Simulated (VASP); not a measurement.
Write the native input for VASP 6.6.1 that does the following.

```
Task                   : single point
Functional             : LDA
Potentials or basis    : VASP PAW LDA potentials, release 64 (Al, Ni)
Cutoff                 : 520 eV
k mesh                 : 16 × 16 × 14
Occupations            : gaussian, width 0.1 eV
Spin                   : no spin polarisation
Dipole correction      : no
Further INCAR settings : ALGO = Fast; EDIFF = 1e-06; NBANDS = 14
```

The structure of AlNi lies in POSCAR:

```
AlNi
1.0
    2.0428069415     -2.0428126720      0.0000000000
    2.0428069415      2.0428126720      0.0000000000
    0.0000000000      0.0000000000      2.9011416492
Al Ni
1 1
Direct
    0.0000000000      0.0000000000      0.0000000000
    0.5000000000      0.5000000000      0.5000000000
```

These files were run (other wordings do the same):

INCAR

```
SYSTEM = AlNi
PREC = Accurate
ENCUT = 520
EDIFF = 1E-6
ISMEAR = 0
SIGMA = 0.1
LREAL = .False.
LASPH = .True.
NELM = 80
ALGO = Fast
ISIF = 2
LWAVE = .False.
LCHARG = .False.
GGA = CA
NBANDS = 14
```

KPOINTS

```
Automatic mesh
0
Gamma
  16 16 14
  0 0 0
```

Potentials or basis: VASP PAW LDA potentials, release 64 (Al, Ni).

Run with:

```console
$ cat potpaw_LDA.64/Al/POTCAR potpaw_LDA.64/Ni/POTCAR > POTCAR
$ mpirun -np 1 vasp_std > vasp.out
```

It gave:

```json
{
  "Pressure": "-10.2 GPa",
  "Band gap on the k mesh": "zero (an odd number of electrons rules out a gap without spin polarisation)"
}
```

Caveat: the cell stands under tension.

Wall time 100 s on 1 thread of Intel Xeon 8259CL, with other jobs on the host, peak memory 0.23 GiB.
